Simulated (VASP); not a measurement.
Input of a VASP 6.6.1 run:

INCAR

```
SYSTEM = TaTl
PREC = Accurate
ENCUT = 520
EDIFF = 1E-6
ISMEAR = -1
SIGMA = 0.05
LREAL = .FALSE.
LASPH = .TRUE.
NELM = 60
ALGO = Fast
ISIF = 2
LWAVE = .FALSE.
LCHARG = .TRUE.
GGA = PE
LELF = .TRUE.
LVHAR = .TRUE.
NBANDS = 19
```

The input KPOINTS:

```
Automatic mesh
0
G
  8 8 6
  0 0 0
```

File POSCAR:

```
TaTl
1.0
    3.5178811297      0.0000000000      0.0000000000
    0.0000000000      3.5178811297      0.0000000000
    0.0000000000      0.0000000000      4.3469184368
Ta Tl
1 1
Direct
    0.5000000000      0.5000000000      0.5000000000
    0.0000000000      0.0000000000      0.0000000000
```

Potentials or basis: VASP PAW PBE potentials, release 64 (Ta_pv, Tl_d).

Command:

```bash
$ cat potpaw_PBE.64/Ta_pv/POTCAR potpaw_PBE.64/Tl_d/POTCAR > POTCAR
$ mpirun -np 1 vasp_std > vasp.out
```

(1) Estimate the pressure.

(2) Estimate the band gap on the k mesh.

## Answers

(1) -17.5 GPa.

(2) zero (band 12 reaches 5.78 eV, above the bottom of band 13 at 4.99 eV).

Caveat: spin-orbit coupling is left out, which moves the levels of the heavy elements.
